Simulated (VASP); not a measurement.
# SiO2 (I-42d) in VASP: further runs, part 2 of 2

VASP 6.6.1.

## Step 3: Single point, r2SCAN

POSCAR

```
SiO2
1.0
   -2.3740500000      2.3740500000      3.7440000000
    2.3740500000     -2.3740500000      3.7440000000
    2.3740500000      2.3740500000     -3.7440000000
Si O
2 4
Direct
    0.0000000000      0.0000000000      0.0000000000
    0.7500000000      0.2500000000      0.5000000000
    0.9983800000      0.6250000000      0.8733800000
    0.3750000000      0.2483800000      0.3733800000
    0.7516200000      0.1250000000      0.1266200000
    0.8750000000      0.0016200000      0.6266200000
```

INCAR.step1

```
ALGO = Normal
EDIFF = 1E-4
ENCUT = 520
GGA = PE
ISMEAR = 0
LASPH = True
LCHARG = False
LREAL = False
LWAVE = True
NBANDS = 25
NELM = 80
PREC = Accurate
SIGMA = 0.02
```

INCAR.step2

```
ALGO = Normal
EDIFF = 1E-6
ENCUT = 520
ISIF = 2
ISMEAR = 0
ISTART = 1
LASPH = True
LCHARG = False
LMIXTAU = True
LREAL = False
LWAVE = False
METAGGA = R2SCAN
NBANDS = 25
NELM = 80
PREC = Accurate
SIGMA = 0.02
```

KPOINTS

```
k-points
0
Gamma
  2 2 2
```

Potentials or basis: VASP PAW PBE potentials, release 64 (Si, O).

Run with:

```
cat potpaw_PBE.64/Si/POTCAR potpaw_PBE.64/O/POTCAR > POTCAR
cp INCAR.step1 INCAR
mpirun -np 1 vasp_std > vasp.out
cp INCAR.step2 INCAR
mpirun -np 1 vasp_std > vasp.out
```

OUTCAR:

```text
EDIFF = 1E-6
   ENCUT = 520
   ISIF = 2
   ISMEAR = 0
   ISTART = 1
   LASPH = True
   LREAL = False
   METAGGA = R2SCAN
   NELM = 80
   PREC = Accurate

 ion  position               nearest neighbor table
   1  0.000  0.000  0.000-   3 1.62   4 1.62   5 1.62   6 1.62   2 3.02   2 3.02   2 3.02   2 3.02

   2  0.750  0.250  0.500-   3 1.62   4 1.62   5 1.62   6 1.62   1 3.02   1 3.02   1 3.02   1 3.02

   3  0.998  0.625  0.873-   1 1.62   2 1.62
   4  0.375  0.248  0.373-   1 1.62   2 1.62
   5  0.752  0.125  0.127-   1 1.62   2 1.62
   6  0.875  0.002  0.627-   1 1.62   2 1.62

  LATTYP: Found a body centered tetragonal cell.
 ALAT       =     4.7481000000
 C/A-ratio  =     1.5770518734

  Lattice vectors:

 A1 = (  -2.3740500000,   2.3740500000,   3.7440000000)
 A2 = (   2.3740500000,  -2.3740500000,   3.7440000000)
 A3 = (   2.3740500000,   2.3740500000,  -3.7440000000)

Analysis of symmetry for initial positions (statically):
=====================================================================
 Subroutine PRICEL returns:
 Original cell was already a primitive cell.

 Routine SETGRP: Setting up the symmetry group for a
 body centered tetragonal supercell.

 Subroutine GETGRP returns: Found  8 space group operations
 (whereof  4 operations were pure point group operations)
 out of a pool of 16 trial point group operations.

The static configuration has the point symmetry S_4 .
 The point group associated with its full space group is D_2d.

Analysis of symmetry for dynamics (positions and initial velocities):
=====================================================================
 Subroutine PRICEL returns:
 Original cell was already a primitive cell.

[... 111 lines left out ...]
   EFERMI_NEDOS =   21; number of points for ismear=-14 and -15
   IALGO  =     38    algorithm
   IMIX   =      4    mixing-type and parameters
     AMIX     =   0.40;   BMIX     =  1.00
     AMIX_MAG =   1.60;   BMIX_MAG =  1.00
  volume/ion in A,a.u.               =      14.07        94.93
  Fermi-wavevector in a.u.,A,eV,Ry     =   1.184858  2.239057 19.101062  1.403888
  Thomas-Fermi vector in A             =   2.321064
   LORBIT       =      0    0 simple, 1 ext, 2 COOP (PROOUT), +10 PAW based schemes
   METAGGA = R2SCAN    functional components
   LHFCALC =     F    Hartree Fock is set to
   AEXX    =    0.0000 exact exchange contribution
   IVDW    =     0    specifies the selected vdW correction
   LEPSILON=     F    determine dielectric tensor
   LRPA    =     F    only Hartree local field effects (RPA)
 non-spin polarized calculation
 Gauss-broadening in eV      SIGMA  =   0.02
  energy-cutoff  :      520.00
  volume of cell :       84.41
 maximum number of plane-waves:      2317
 NGX is ok and might be reduce to    40
   NGX = 19   NGY = 19   NGZ = 19

 number of electron      32.0000012 magnetization

 Free energy of the ion-electron system (eV)
  ---------------------------------------------------
  ext. energy  EPLUGINS =         0.00000000
  ---------------------------------------------------
  free energy    TOTEN  =       -59.51788772 eV

  energy without entropy =      -59.51788772  energy(sigma->0) =      -59.51788772

 E-fermi :  -0.4707     XC(G=0):  -8.9969

 val. band max:       -0.5765549282   @ k =   0.0000   0.0000   0.0000
 cond. band min:       6.1169753674   @ k =   0.0000   0.0000   0.0000
 fundamental gap:      6.6935302956
 Fermi energy:        -0.4707410779

 k-point     1 :       0.0000    0.0000    0.0000
  band No.  band energies     occupation
      1     -20.6603      2.00000
      2     -18.5826      2.00000
      3     -18.5620      2.00000
      4     -18.5620      2.00000
      5      -9.4467      2.00000
      6      -5.9217      2.00000
[... 101 lines left out ...]
     24      14.0718      0.00000
     25      14.1227      0.00000

------------------------ aborting loop because EDIFF is reached ----------------------------------------

  FORCE on cell =-STRESS in cart. coord.  units (eV):
  Direction    XX          YY          ZZ          XY          YZ          ZX
  --------------------------------------------------------------------------------------
  -------------------------------------------------------------------------------------
  Total       -0.2297708     -0.2297708     -1.2956405      0.0000000     -0.0000000      0.0000000
  in kB       -4.3614389     -4.3614389    -24.5934547      0.0000000     -0.0000000      0.0000000
  external PRESSURE =     -11.1054442 kB  Pullay stress =       0.0000000 kB

 VOLUME and BASIS-vectors are now :
 -----------------------------------------------------------------------------
  energy-cutoff  :      520.00
  volume of cell :       84.41
      direct lattice vectors                 reciprocal lattice vectors
    -2.374050000  2.374050000  3.744000000     0.000000000  0.210610560  0.133547009
     2.374050000 -2.374050000  3.744000000     0.210610560  0.000000000  0.133547009
     2.374050000  2.374050000 -3.744000000     0.210610560  0.210610560  0.000000000

 POSITION                                       TOTAL-FORCE (eV/Angst)
 -----------------------------------------------------------------------------------
      0.00000      0.00000      0.00000         0.000000     -0.000000      0.000000
      0.00000      2.37405      1.87200         0.000000     -0.000000      0.000000
      1.18702      2.95987      2.80800         0.000000     -0.187099      0.000000
      0.58582      1.18702      0.93600        -0.187099     -0.000000      0.000000
     -1.18702      1.78823      2.80800        -0.000000      0.187099     -0.000000
     -0.58582      3.56107      0.93600         0.187099     -0.000000     -0.000000
 -----------------------------------------------------------------------------------
    total drift:                                0.000011      0.000011     -0.000002

  FREE ENERGIE OF THE ION-ELECTRON SYSTEM (eV)
  ---------------------------------------------------
  free  energy   TOTEN  =       -59.5178877152 eV

  energy  without entropy=      -59.5178877152  energy(sigma->0) =      -59.51788772
```

OSZICAR.step1:

```text
N       E                     dE             d eps       ncg     rms          rms(c)
DAV:   1     0.163293514388E+03    0.16329E+03   -0.16246E+04   200   0.114E+03
DAV:   2    -0.426681469182E+02   -0.20596E+03   -0.19956E+03   262   0.273E+02
DAV:   3    -0.535575697992E+02   -0.10889E+02   -0.10855E+02   271   0.631E+01
DAV:   4    -0.536610447297E+02   -0.10347E+00   -0.10345E+00   240   0.695E+00
DAV:   5    -0.536623364709E+02   -0.12917E-02   -0.12915E-02   271   0.762E-01    0.205E+01
DAV:   6    -0.473476750384E+02    0.63147E+01   -0.19591E+01   245   0.283E+01    0.102E+01
DAV:   7    -0.473728611541E+02   -0.25186E-01   -0.78777E-01   272   0.467E+00    0.357E+00
DAV:   8    -0.473684786251E+02    0.43825E-02   -0.37311E-02   246   0.163E+00    0.138E+00
DAV:   9    -0.473750458725E+02   -0.65672E-02   -0.20577E-02   254   0.107E+00    0.265E-01
DAV:  10    -0.473761765237E+02   -0.11307E-02   -0.15894E-03   247   0.244E-01    0.774E-02
DAV:  11    -0.473761987738E+02   -0.22250E-04   -0.34338E-04   254   0.135E-01
   1 F= -.47376199E+02 E0= -.47376199E+02  d E =-.643184E-17
```

Wall time 66 s (1 thread of Intel Xeon Platinum 8488C (Sapphire Rapids), shared host); peak memory 0.24 GiB.

Results:

```yaml
Free_energy: -59.5179 eV
Pressure: -1.1 GPa
Largest_force: 0.187 eV/Å
Band_gap_on_the_k_mesh: 6.69 eV
```

Forces on the atoms (eV/Å):
```
Si   0.000  0.000  0.000
Si   0.000  0.000  0.000
O    0.000 -0.187  0.000
O   -0.187  0.000  0.000
O    0.000  0.187  0.000
O    0.187  0.000  0.000
```

Levels at points of the mesh, in eV from the valence-band top:
```tsv
k point	band 14	band 15	band 16	band 17	band 18	band 19
(0.00, 0.00, 0.00)	-1.04	0.00	0.00	6.69	9.51	12.32
(0.50, 0.00, 0.00)	-0.69	-0.29	-0.18	9.22	9.93	10.85
(0.50, 0.50, 0.00)	-0.76	-0.24	-0.24	10.27	10.27	11.11
(0.50, 0.50, 0.50)	-1.52	-0.11	-0.11	9.77	9.77	10.55
```

Caveat: the k points lie up to 0.78 Å⁻¹ apart; the PAW data sets were made with another functional, which shifts forces and pressure a little.

## Step 4: Single point, r2SCAN

POSCAR is that of step 3.

INCAR.step1

```
SYSTEM = SiO2
ALGO = Normal
EDIFF = 1E-4
ENCUT = 520
GGA = PE
ISMEAR = 0
LASPH = .TRUE.
LCHARG = .FALSE.
LREAL = .FALSE.
LWAVE = .TRUE.
NBANDS = 25
NELM = 100
PREC = Accurate
SIGMA = 0.02
```

INCAR.step2

```
SYSTEM = SiO2
ALGO = Normal
EDIFF = 1E-6
ENCUT = 520
ISIF = 2
ISMEAR = 0
ISTART = 1
LASPH = .TRUE.
LCHARG = .TRUE.
LELF = .TRUE.
LMIXTAU = .TRUE.
LREAL = .FALSE.
LVHAR = .TRUE.
LWAVE = .FALSE.
METAGGA = R2SCAN
NBANDS = 25
NELM = 100
PREC = Accurate
SIGMA = 0.02
```

KPOINTS

```
Automatic mesh
0
Gamma
  2 2 2
  0.5 0.5 0.5
```

Run with:

```
cat potpaw_PBE.64/Si/POTCAR potpaw_PBE.64/O/POTCAR > POTCAR
cp INCAR.step1 INCAR
mpirun -np 1 vasp_std > vasp.out
cp INCAR.step2 INCAR
mpirun -np 1 vasp_std > vasp.out
```

Wall time 55 s (1 thread of Intel Xeon Platinum 8488C (Sapphire Rapids), shared host); peak memory 0.24 GiB.

The run converged. Its results:

* Free energy: -59.5449 eV
* Pressure: -1.1 GPa
* Largest force: 0.197 eV/Å
* Band gap on the k mesh: 7.93 eV

Forces in eV/Å, atoms in the order of the input:
```
Si   0.000  0.000  0.000
Si   0.000  0.000  0.000
O    0.000 -0.197  0.000
O   -0.197  0.000  0.000
O    0.000  0.197  0.000
O    0.197  0.000  0.000
```

Stress tensor (GPa, compression positive):
```
-0.45  0.00  0.00
 0.00 -0.45  0.00
 0.00  0.00 -2.36
```

Levels at points of the mesh, in eV from the valence-band top:
```csv
k point,band 13,band 14,band 15,band 16,band 17,band 18,band 19,band 20
"(0.25, 0.25, 0.25)",-0.73,-0.73,-0.23,-0.23,10.43,10.43,10.78,10.78
```

Caveat: the k points lie up to 0.78 Å⁻¹ apart; the PAW data sets were made with another functional, which shifts forces and pressure a little; a shifted mesh leaves out Γ, where band edges can lie. A k mesh can miss the band edges.

## Step 5: Single point, r2SCAN

POSCAR is that of step 4.

Edit INCAR.step1 of step 4 so:

```diff
@@ -11,3 +11,3 @@
 NBANDS = 25
-NELM = 100
+NELM = 60
 PREC = Accurate
```

INCAR.step2

```
SYSTEM = SiO2
ALGO = Normal
EDIFF = 1E-7
ENCUT = 520
ISIF = 2
ISMEAR = 0
ISTART = 1
LASPH = .TRUE.
LCHARG = .FALSE.
LMIXTAU = .TRUE.
LREAL = .FALSE.
LWAVE = .FALSE.
METAGGA = R2SCAN
NBANDS = 25
NELM = 60
PREC = Accurate
SIGMA = 0.02
```

KPOINTS

```
k-points
0
G
  4 4 4
  0 0 0
```

Run with:

```
cat potpaw_PBE.64/Si/POTCAR potpaw_PBE.64/O/POTCAR > POTCAR
cp INCAR.step1 INCAR
mpirun -np 1 vasp_std > vasp.out
cp INCAR.step2 INCAR
mpirun -np 1 vasp_std > vasp.out
```

Run time: 2.3 min. Hardware: 1 thread of Intel Xeon Platinum 8488C (Sapphire Rapids), shared host; peak memory 0.25 GiB.

Results (log left out):

```yaml
Free_energy: -59.5311 eV
Pressure: -1.1 GPa
Largest_force: 0.187 eV/Å
Band_gap_on_the_k_mesh: 6.69 eV
```

Forces in eV/Å, atoms in the order of the input:
```
Si   0.000  0.000  0.000
Si   0.000  0.000  0.000
O    0.000 -0.187  0.000
O   -0.187  0.000  0.000
O    0.000  0.187  0.000
O    0.187  0.000  0.000
```

Stress tensor (GPa, compression positive):
```
-0.44  0.00  0.00
 0.00 -0.44  0.00
 0.00  0.00 -2.40
```

Levels at points of the mesh, in eV from the valence-band top:
```
           k point  band 14  band 15  band 16  band 17  band 18  band 19
(0.00, 0.00, 0.00)    -1.04     0.00     0.00     6.69     9.51    12.32
(0.50, 0.00, 0.00)    -0.69    -0.29    -0.18     9.22     9.93    10.85
(0.50, 0.50, 0.00)    -0.76    -0.24    -0.24    10.27    10.27    11.12
(0.50, 0.50, 0.50)    -1.52    -0.11    -0.11     9.77     9.77    10.55
```

Caveat: the PAW data sets were made with another functional, which shifts forces and pressure a little.

## Step 6: Summary

```csv
k mesh,gap on the mesh (eV),pressure (GPa),largest force (eV/Å)
1 × 1 × 1,-,-0.5,0.99
2 × 2 × 2,6.69,-1.1,0.19
"2 × 2 × 2, shifted",7.93,-1.1,0.20
4 × 4 × 4,6.69,-1.1,0.19
```

Alike in all rows: task single point; level r2SCAN; potentials or basis VASP PAW PBE potentials, release 64 (Si, O); no spin polarisation; cell as given; cutoff (eV) 520; smearing gaussian 0.02 eV.

Caveats: some runs use coarse meshes; the PAW data sets were made with another functional, which shifts forces and pressure a little; a shifted mesh leaves out Γ, where band edges can lie (at least some runs).

Absolute energies hang on the potentials; compare differences alone.
